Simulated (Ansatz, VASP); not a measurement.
One calculation of MgS, two programs

```
CELL_PARAMETERS angstrom
0.01561 2.60152 2.58597
2.60152 0.01561 2.58597
2.61712 2.61712 0.00000
ATOMIC_POSITIONS crystal
Mg 0.00000 0.00000 0.00000
S 0.50000 0.50000 0.50000
```

Change from the starting cell: strained cell.

Alike in both runs: functional PBEsol; k mesh 6 × 6 × 6; occupations gaussian, width 0.02 eV; no spin polarisation.

Ansatz relaxed the structure, and its values are those at the end. VASP's run is a single point on that final structure, the one shown.

|  | VASP | Ansatz |
| --- | --- | --- |
| version | VASP 6.6.1 | Ansatz 0.2.0 |
| potentials or method | VASP PAW PBE potentials, release 64 (Mg, S), cutoff 600 eV | scalar-relativistic, plane waves, PAW |
| valence electrons in the cell | 8 | 16 |

```tsv
	VASP	Ansatz	Ansatz less VASP
gap on the k mesh at the Fermi level (eV)	2.62	2.62	0.000
least direct gap on the mesh (eV)	3.57	3.58	+0.001
pressure (GPa)	-0.6	-0.4	+0.18
```

VASP's potentials were made for PBE, not for PBEsol, and Ansatz warns of the same on its side. With one functional, cell and mesh, what is left measures potentials, basis and numerics. VASP's potentials hold 8 valence electrons a cell and Ansatz's 16, so a difference there can come from the potentials and not from the codes. Ansatz's warnings: stress scf threshold loose.
